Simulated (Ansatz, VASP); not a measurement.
# HfN in VASP and in Ansatz

The input POSCAR:

```
HfN
1.0
    2.8250300000      0.0000000000      0.0000000000
    0.0000000000      2.8250300000      0.0000000000
    0.0000000000      0.0000000000      2.8250300000
Hf N
1 1
Direct
    0.5000000000      0.5000000000      0.5000000000
    0.0000000000      0.0000000000      0.0000000000
```

File INCAR.step1:

```
SYSTEM = HfN
PREC = Accurate ; ENCUT = 520
ISMEAR = -1 ; SIGMA = 0.05
LREAL = .False. ; LASPH = .True.
NELM = 150 ; LMAXMIX = 4
LDAU = .True. ; LDAUTYPE = 2
LDAUL = 2 -1 ; LDAUU = 4 0
LDAUJ = 0 0 ; NBANDS = 14
GGA = PE ; ALGO = Normal
EDIFF = 1E-4 ; LWAVE = .True.
LCHARG = .False.
```

INCAR.step2

```
SYSTEM = HfN
PREC = Accurate ; ENCUT = 520
EDIFF = 1E-7 ; ISMEAR = -1
SIGMA = 0.05 ; LREAL = .False.
LASPH = .True. ; NELM = 150
ALGO = Normal ; ISIF = 2
LWAVE = .False. ; LCHARG = .False.
LMAXMIX = 4 ; LDAU = .True.
LDAUTYPE = 2 ; LDAUL = 2 -1
LDAUU = 4 0 ; LDAUJ = 0 0
LDAUPRINT = 1 ; METAGGA = R2SCAN
LMIXTAU = .True. ; NBANDS = 14
ISTART = 1
```

The input KPOINTS:

```
Automatic mesh
0
Gamma
  9 9 9
  0 0 0
```

File input.yaml:

```yaml
crystal:
  lattice:
    - [2.82503, 0.0, 0.0]
    - [0.0, 2.82503, 0.0]
    - [0.0, 0.0, 2.82503]
  atoms:
    - { symbol: Hf, position: [0.5, 0.5, 0.5] }
    - { symbol: "N", position: [0.0, 0.0, 0.0] }
hamiltonian:
  xc: r2scan
  pseudopotentials: { kind: paw }
  hubbard: { sites: [{ species: Hf, l: d, u_eff: 4.0 }] }
kpoints:
  mp_grid: { grid: [9, 9, 9] }
scf:
  occupations: { method: fermi_dirac, width: 0.05 }
  n_extra_bands: 6
output:
  forces: true
  stress: true
  eigenvalues: true
  dos: { projected: true, de: 0.05, nscf_kmesh: { grid: [14, 14, 14] } }
  write_density: true
  write_potential: true
  elf: true
  volumetric_format: npy
```

Alike in both runs: functional r2SCAN; k mesh 9 × 9 × 9; occupations fermi-dirac, width 0.05 eV; no spin polarisation; Hubbard terms Hf d U = 4.0 eV.

|  | VASP | Ansatz |
| --- | --- | --- |
| version | VASP 6.6.1 | Ansatz 0.2.0 |
| potentials or method | VASP PAW PBE potentials, release 64 (Hf_pv, N) | Ansatz PAW |
| plane-wave cutoff (eV) | 520 | 500 |
| valence electrons in the cell | 15 | 31 |
| task | single point | projected density of states |

```csv
,VASP,Ansatz,Ansatz less VASP
gap on the k mesh at the Fermi level (eV),none,none,-
pressure (GPa),7.6,1.4,-6.24
```

VASP's potentials were made for PBE, not for r2SCAN. The programs project onto different local orbitals, so the same U acts differently, and such runs can settle in different states. A gap of «none» marks a metal or a gap that the smearing closes. VASP's potentials hold 15 valence electrons a cell and Ansatz's 31, so a difference there can come from the potentials and not from the codes.

Spin-orbit coupling is off throughout.
